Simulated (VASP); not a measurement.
Here is a VASP 6.6.1 calculation.

The input INCAR:

```
SYSTEM = Gd
ALGO = Normal
EDIFF = 1E-6
EDIFFG = -0.005
ENCUT = 600
GGA = PE
IBRION = 2
ISIF = 3
ISMEAR = -1
ISPIN = 2
LASPH = .TRUE.
LCHARG = .FALSE.
LMAXMIX = 6
LORBIT = 11
LREAL = .FALSE.
LWAVE = .FALSE.
MAGMOM = 7
NELM = 150
NSW = 60
PREC = Accurate
PSTRESS = 180.0
SIGMA = 0.08
```

KPOINTS

```
k-points
0
G
  15 15 15
  0 0 0
```

Contents of POSCAR:

```
Gd
1.0
    0.0000000000      2.2797618471      2.2797618471
    2.2797618471      0.0000000000      2.2797618471
    2.2797618471      2.2797618471      0.0000000000
Gd
1
Direct
    0.0000000000      0.0000000000      0.0000000000
```

Potentials or basis: VASP PAW PBE potentials, release 64 (Gd).

The run is started by

```sh
$ cat potpaw_PBE.64/Gd/POTCAR > POTCAR
$ mpirun -np 1 vasp_std > vasp.out
```

Predict the space group after relaxing (to 0.1 Å).

Fm-3m (No. 225).

Predict the site moments.

Gd +6.86 μB.

Final structure:
```yaml
crystal:
  lattice:
    - [0.00000, 2.28086, 2.28086]
    - [2.28086, 0.00000, 2.28086]
    - [2.28086, 2.28086, 0.00000]
  atoms:
    - { symbol: Gd, position: [0.00000, 0.00000, 0.00000] }
```

 The state reached can hang on the start; a lower one may exist.
